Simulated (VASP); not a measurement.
# NaH (I-4m2) in VASP: settings compared

The runs below take NaH through single point, with PBE, r2SCAN.

Everything below comes from runs of VASP 6.6.1. Logs are shortened: lines on timing, memory, paths and dates and some standing lists are left out, and cuts for length are marked.

## (1) The cell of the first run

It takes space group I-4m2 (No. 119, tetragonal). Conventional cell: a = 3.816 Å, b = 3.816 Å, c = 4.802 Å, α = 90.00°, β = 90.00°, γ = 90.00°. Within 3.0 Å of Na (site symmetry -4m2) lie 4 H at 2.25 Å. Within 3.0 Å of H (site symmetry -4m2) lie 4 Na at 2.25 Å.

## (2) Single point, PBE (epitaxial xy strain +3.9%)

INCAR

```
ALGO     = Normal         # electronic algorithm
EDIFF    = 1E-6           # SCF threshold, eV
ENCUT    = 520            # plane-wave cutoff, eV
GGA      = PE             # functional
ISIF     = 2              # what is computed and relaxed
ISMEAR   = -1             # smearing method
LASPH    = True           # aspherical terms in the spheres
LCHARG   = False          # write CHGCAR
LREAL    = False          # projectors in reciprocal space
LWAVE    = False          # write WAVECAR
NBANDS   = 11             # bands
NELM     = 80             # most SCF steps
PREC     = Accurate       # precision mode
SIGMA    = 0.02           # smearing width, eV
```

KPOINTS

```
k-points
0
Gamma
  8 8 8
```

POSCAR

```
NaH
1.0
    0.0000000000      2.6982009828      2.4008973893
    2.6982009828      0.0000000000      2.4008973893
    2.6982009828      2.6982009828      0.0000000000
Na H
1 1
Direct
    0.0000000000      0.0000000000      0.0000000000
    0.2500000000      0.2500000000      0.2500000000
```

Potentials or basis: VASP PAW PBE potentials, release 64 (Na_pv, H).

Run with:

```bash
$ cat potpaw_PBE.64/Na_pv/POTCAR potpaw_PBE.64/H/POTCAR > POTCAR
$ mpirun -np 1 vasp_std > vasp.out
```

OUTCAR:

```text
EDIFF = 1E-6
   ENCUT = 520
   GGA = PE
   ISIF = 2
   ISMEAR = -1
   LASPH = True
   LREAL = False
   NELM = 80
   PREC = Accurate

 ion  position               nearest neighbor table
   1  0.000  0.000  0.000-
   2  0.250  0.250  0.250-

  LATTYP: Found a body centered tetragonal cell.
 ALAT       =     3.8158324239
 C/A-ratio  =     1.2583872260

  Lattice vectors:

 A1 = (   0.0000000000,  -2.6982009828,  -2.4008973893)
 A2 = (   0.0000000000,   2.6982009828,  -2.4008973893)
 A3 = (   2.6982009828,   0.0000000000,   2.4008973893)

Analysis of symmetry for initial positions (statically):
=====================================================================
 Subroutine PRICEL returns:
 Original cell was already a primitive cell.

 Routine SETGRP: Setting up the symmetry group for a
 body centered tetragonal supercell.

 Subroutine GETGRP returns: Found  8 space group operations
 (whereof  8 operations were pure point group operations)
 out of a pool of 16 trial point group operations.

The static configuration has the point symmetry D_2d.

Analysis of symmetry for dynamics (positions and initial velocities):
=====================================================================
 Subroutine PRICEL returns:
 Original cell was already a primitive cell.

 Routine SETGRP: Setting up the symmetry group for a
 body centered tetragonal supercell.

 Subroutine GETGRP returns: Found  8 space group operations
 (whereof  8 operations were pure point group operations)
 out of a pool of 16 trial point group operations.

The dynamic configuration has the point symmetry D_2d.

 Subroutine INISYM returns: Found  8 space group operations
 (whereof  8 operations are pure point group operations),
 and found     1 'primitive' translations

----------------------------------------------------------------------------------------

                                     Primitive cell

  volume of cell :      34.9585

  direct lattice vectors                    reciprocal lattice vectors
     0.000000000  2.698200983  2.400897389    -0.185308657  0.185308657  0.208255464
     2.698200983  0.000000000  2.400897389     0.185308657 -0.185308657  0.208255464
     2.698200983  2.698200983  0.000000000     0.185308657  0.185308657 -0.208255464

  length of vectors
     3.611730446  3.611730446  3.815832424     0.334737113  0.334737113  0.334737113

  position of ions in fractional coordinates (direct lattice)
     0.000000000  0.000000000  0.000000000
     0.250000000  0.250000000  0.250000000

  ion indices of the primitive-cell ions
   primitive index   ion index
                 1           1
                 2           2

----------------------------------------------------------------------------------------

 KPOINTS: k-points

Automatic generation of k-mesh.
 Grid dimensions read from file:
 generate k-points for:    8    8    8

 Generating k-lattice:

  Cartesian coordinates                     Fractional coordinates (reciprocal lattice)
    -0.023163582  0.023163582  0.026031933     0.125000000  0.000000000  0.000000000
     0.023163582 -0.023163582  0.026031933     0.000000000  0.125000000  0.000000000
     0.023163582  0.023163582 -0.026031933     0.000000000  0.000000000  0.125000000

  Length of vectors
     0.041842139  0.041842139  0.041842139

  Shift w.r.t. Gamma in fractional coordinates (k-lattice)
     0.000000000  0.000000000  0.000000000

 Subroutine IBZKPT returns following result:
 ===========================================

 Found     59 irreducible k-points:

 Following reciprocal coordinates:
            Coordinates               Weight
  0.000000  0.000000  0.000000      1.000000
  0.125000 -0.000000  0.000000      8.000000
  0.250000 -0.000000  0.000000      8.000000
  0.375000 -0.000000  0.000000      8.000000
  0.500000 -0.000000  0.000000      4.000000
  0.125000  0.125000  0.000000      2.000000
[... 16 lines left out ...]
  0.250000 -0.000000  0.125000     16.000000
  0.375000 -0.000000  0.125000     16.000000
 [... further k-points ...]
   k-points           NKPTS =     59   k-points in BZ     NKDIM =     59   number of bands    NBANDS=     11
   number of dos      NEDOS =    301   number of ions     NIONS =      2
   total plane-waves  NPLWV =  21952
   dimension x,y,z NGX =    28 NGY =   28 NGZ =   28
   dimension x,y,z NGXF=    56 NGYF=   56 NGZF=   56
   ions per type =               1   1
   NGX,Y,Z   is equivalent  to a cutoff of  12.89, 12.89, 12.20 a.u.
   NGXF,Y,Z  is equivalent  to a cutoff of  25.78, 25.78, 24.40 a.u.
 SYSTEM =  unknown system
   PREC   = accura    normal or accurate (medium, high low for compatibility)
   ISTART =      0    job   : 0-new  1-cont  2-samecut
   ICHARG =      2    charge: 1-file 2-atom 10-const
   ISPIN  =      1    spin polarized calculation?
   LNONCOLLINEAR =      F non collinear calculations
   LSORBIT =      F    spin-orbit coupling
   LASPH  =      T    aspherical Exc in radial PAW
   ENCUT  =  520.0 eV  38.22 Ry    6.18 a.u.   6.72  6.72  7.09*2*pi/ulx,y,z
   NELM   =     80;   NELMIN=  2; NELMDL= -5     # of ELM steps
   EDIFF  = 0.1E-05   stopping-criterion for ELM
   LREAL  =      F    real-space projection
[... 7 lines left out ...]
   TEBEG  =    0.0;   TEEND  =   0.0 temperature during run
   PSTRESS=    0.0 pullay stress
   NELECT =       8.0000    total number of electrons
   NUPDOWN=      -1.0000    fix difference up-down
   EMIN   =  10.00;   EMAX   =-10.00  energy-range for DOS
   EFERMI =   0.00;   METHOD = LEGACY
   ISMEAR =    -1;   SIGMA  =   0.02  broadening in eV -4-tet -1-fermi 0-gaus
   EFERMI_NEDOS =   21; number of points for ismear=-14 and -15
   IALGO  =     38    algorithm
   IMIX   =      4    mixing-type and parameters
     AMIX     =   0.40;   BMIX     =  1.00
     AMIX_MAG =   1.60;   BMIX_MAG =  1.00
  volume/ion in A,a.u.               =      17.48       117.96
  Fermi-wavevector in a.u.,A,eV,Ry     =   1.001354  1.892284 13.642683  1.002709
  Thomas-Fermi vector in A             =   2.133770
   LORBIT       =      0    0 simple, 1 ext, 2 COOP (PROOUT), +10 PAW based schemes
   GGA     = PE    functional components
   LHFCALC =     F    Hartree Fock is set to
   AEXX    =    0.0000 exact exchange contribution
   IVDW    =     0    specifies the selected vdW correction
   LEPSILON=     F    determine dielectric tensor
   LRPA    =     F    only Hartree local field effects (RPA)
 non-spin polarized calculation
  energy-cutoff  :      520.00
  volume of cell :       34.96
 maximum number of plane-waves:       960
   NGX = 13   NGY = 13   NGZ = 15

 number of electron       8.0000010 magnetization

 Free energy of the ion-electron system (eV)
  ---------------------------------------------------
  ext. energy  EPLUGINS =         0.00000000
  ---------------------------------------------------
  free energy    TOTEN  =        -4.98741168 eV

  energy without entropy =       -4.98741168  energy(sigma->0) =       -4.98741168

 E-fermi :  -1.1700     XC(G=0):  -6.8900

 val. band max:       -1.6627099983   @ k =   0.5000   0.5000   0.0000
 cond. band min:       1.7448301465   @ k =   0.5000  -0.0000   0.0000
 fundamental gap:      3.4075401449
 Fermi energy:        -1.1699671210

 k-point     1 :       0.0000    0.0000    0.0000
  band No.  band energies     occupation
      1     -23.9002      2.00000
      2     -23.8828      2.00000
      3     -23.8828      2.00000
      4      -4.7278      2.00000
      5       6.3668      0.00000
      6      11.5018      0.00000
      7      11.5018      0.00000
      8      11.6743      0.00000
      9      14.1951      0.00000
     10      14.1951      0.00000
     11      14.3027      0.00000

 k-point     2 :       0.1250   -0.0000    0.0000
  band No.  band energies     occupation
      1     -23.9040      2.00000
      2     -23.8864      2.00000
      3     -23.8842      2.00000
      4      -4.5081      2.00000
      5       5.6953      0.00000
      6      10.6873      0.00000
      7      11.0829      0.00000
      8      11.5042      0.00000
      9      14.1332      0.00000
     10      14.5245      0.00000
     11      14.7940      0.00000

 k-point     3 :       0.2500   -0.0000    0.0000
  band No.  band energies     occupation
      1     -23.9174      2.00000
      2     -23.8911      2.00000
      3     -23.8877      2.00000
      4      -3.8911      2.00000
      5       4.1399      0.00000
      6       9.5403      0.00000
      7      10.4840      0.00000
      8      11.3359      0.00000
      9      12.7637      0.00000
     10      13.8824      0.00000
     11      15.7512      0.00000

 k-point     4 :       0.3750   -0.0000    0.0000
  band No.  band energies     occupation
      1     -23.9331      2.00000
      2     -23.8933      2.00000
      3     -23.8913      2.00000
      4      -3.0567      2.00000
      5       2.5209      0.00000
      6       8.8478      0.00000
      7      10.1137      0.00000
      8      11.2366      0.00000
      9      11.8534      0.00000
     10      13.3890      0.00000
     11      15.0953      0.00000

 k-point     5 :       0.5000   -0.0000    0.0000
  band No.  band energies     occupation
      1     -23.9398      2.00000
      2     -23.8940      2.00000
      3     -23.8927      2.00000
      4      -2.5718      2.00000
      5       1.7448      0.00000
      6       8.6253      0.00000
      7       9.9988      0.00000
      8      11.1863      0.00000
      9      11.5348      0.00000
     10      13.4016      0.00000
     11      14.4365      0.00000
[... 211 lines left out ...]
 k-point    21 :       0.5000    0.5000    0.0000
  band No.  band energies     occupation
      1     -23.9454      2.00000
      2     -23.9054      2.00000
      3     -23.9054      2.00000
      4      -1.6627      2.00000
      5       3.9040      0.00000
      6       5.4708      0.00000
      7       7.0732      0.00000
      8       7.0732      0.00000
      9       9.8056      0.00000
     10      18.9841      0.00000
     11      20.9369      0.00000

 k-point    22 :       0.1250    0.0000    0.1250
  band No.  band energies     occupation
      1     -23.9029      2.00000
      2     -23.8898      2.00000
      3     -23.8841      2.00000
      4      -4.4582      2.00000
      5       5.6707      0.00000
      6      10.5741      0.00000
      7      10.6203      0.00000
      8      12.0804      0.00000
      9      12.5986      0.00000
     10      13.6760      0.00000
     11      15.7545      0.00000

 k-point    23 :       0.2500   -0.0000    0.1250
  band No.  band energies     occupation
      1     -23.9109      2.00000
      2     -23.8956      2.00000
      3     -23.8867      2.00000
      4      -3.9943      2.00000
      5       4.6593      0.00000
      6       9.1825      0.00000
      7      10.0891      0.00000
      8      11.0779      0.00000
      9      12.8842      0.00000
     10      14.0153      0.00000
     11      15.5426      0.00000

 k-point    24 :       0.3750   -0.0000    0.1250
  band No.  band energies     occupation
      1     -23.9260      2.00000
      2     -23.8978      2.00000
      3     -23.8909      2.00000
      4      -3.2315      2.00000
      5       3.1968      0.00000
      6       7.8660      0.00000
      7       9.8030      0.00000
      8      10.5739      0.00000
      9      12.6582      0.00000
     10      14.5152      0.00000
     11      16.0487      0.00000

 [... further k-points ...]

------------------------ aborting loop because EDIFF is reached ----------------------------------------

  FORCE on cell =-STRESS in cart. coord.  units (eV):
  Direction    XX          YY          ZZ          XY          YZ          ZX
  --------------------------------------------------------------------------------------
  -------------------------------------------------------------------------------------
  Total        0.0153790      0.0153790      0.0531237      0.0000000      0.0000000      0.0000000
  in kB        0.7048320      0.7048320      2.4347076      0.0000000      0.0000000      0.0000000
  external PRESSURE =       1.2814572 kB  Pullay stress =       0.0000000 kB

 VOLUME and BASIS-vectors are now :
 -----------------------------------------------------------------------------
  energy-cutoff  :      520.00
  volume of cell :       34.96
      direct lattice vectors                 reciprocal lattice vectors
     0.000000000  2.698200983  2.400897389    -0.185308657  0.185308657  0.208255464
     2.698200983  0.000000000  2.400897389     0.185308657 -0.185308657  0.208255464
     2.698200983  2.698200983  0.000000000     0.185308657  0.185308657 -0.208255464

 POSITION                                       TOTAL-FORCE (eV/Angst)
 -----------------------------------------------------------------------------------
      0.00000      0.00000      0.00000         0.000000      0.000000     -0.000000
      1.34910      1.34910      1.20045        -0.000000     -0.000000      0.000000
 -----------------------------------------------------------------------------------
    total drift:                                0.000003      0.000003     -0.000002

  FREE ENERGIE OF THE ION-ELECTRON SYSTEM (eV)
  ---------------------------------------------------
  free  energy   TOTEN  =        -4.9874116816 eV

  energy  without entropy=       -4.9874116816  energy(sigma->0) =       -4.98741168
```

Wall time 14 s (1 thread of Intel Xeon Platinum 8375C at 2.90GHz (Ice Lake), shared host); peak memory 0.16 GiB.

What came out:

* Free energy: -4.9874 eV
* Pressure: 0.1 GPa
* Band gap on the k mesh: 3.41 eV (least direct gap 4.32 eV)

Stress tensor (GPa, compression positive):
```
0.07 0.00 0.00
0.00 0.07 0.00
0.00 0.00 0.24
```

Caveat: the cell differs from its parent crystal (epitaxial xy strain +3.9%); the structure was generated, so it needn't be the stable form of NaH.

## (3) Single point, r2SCAN (epitaxial xy strain +3.9%)

POSCAR is that of step 2.

INCAR.step1

```
  PREC = Accurate
  ENCUT = 520
  ISMEAR = 0
  SIGMA = 0.01
  LREAL = False
  LASPH = True
  NELM = 100
  NBANDS = 11
  GGA = PE
  ALGO = Normal
  EDIFF = 1E-4
  LWAVE = True
  LCHARG = False
```

INCAR.step2

```
  PREC = Accurate
  ENCUT = 520
  EDIFF = 1E-6
  ISMEAR = 0
  SIGMA = 0.01
  LREAL = False
  LASPH = True
  NELM = 100
  ALGO = Normal
  ISIF = 2
  LWAVE = False
  LCHARG = False
  METAGGA = R2SCAN
  LMIXTAU = True
  NBANDS = 11
  ISTART = 1
```

KPOINTS

```
regular mesh
0
Gamma
  8 8 8
```

Potentials or basis: VASP PAW PBE potentials, release 64 (Na_pv, H).

Run with:

```bash
$ cat potpaw_PBE.64/Na_pv/POTCAR potpaw_PBE.64/H/POTCAR > POTCAR
$ cp INCAR.step1 INCAR
$ mpirun -np 1 vasp_std > vasp.out
$ cp INCAR.step2 INCAR
$ mpirun -np 1 vasp_std > vasp.out
```

Wall time 57 s (1 thread of Intel Xeon Platinum 8375C at 2.90GHz (Ice Lake), shared host); peak memory 0.17 GiB.

It converged, with:

| Quantity | Value |
| --- | --- |
| Free energy | -7.4579 eV |
| Pressure | -0.2 GPa |
| Band gap on the k mesh | 3.84 eV (least direct gap 4.75 eV) |

Stress tensor (GPa, compression positive):
```
-0.25  0.00  0.00
 0.00 -0.25  0.00
 0.00  0.00 -0.07
```

Levels at points of the mesh, in eV from the valence-band top:
| k point | band 2 | band 3 | band 4 | band 5 | band 6 | band 7 |
| --- | --- | --- | --- | --- | --- | --- |
| (0.00, 0.00, 0.00) | -23.02 | -23.02 | -3.03 | 8.66 | 13.63 | 13.63 |
| (0.50, 0.00, 0.00) | -23.03 | -23.03 | -0.91 | 3.84 | 11.13 | 12.18 |
| (0.50, 0.50, 0.00) | -23.04 | -23.04 | 0.00 | 6.04 | 7.59 | 9.33 |
| (0.50, 0.00, 0.50) | -23.05 | -23.03 | -0.47 | 4.97 | 7.89 | 10.57 |

Caveat: the cell differs from its parent crystal (epitaxial xy strain +3.9%); the structure was generated, so it needn't be the stable form of NaH; the PAW data sets were made with another functional, which shifts forces and pressure a little.
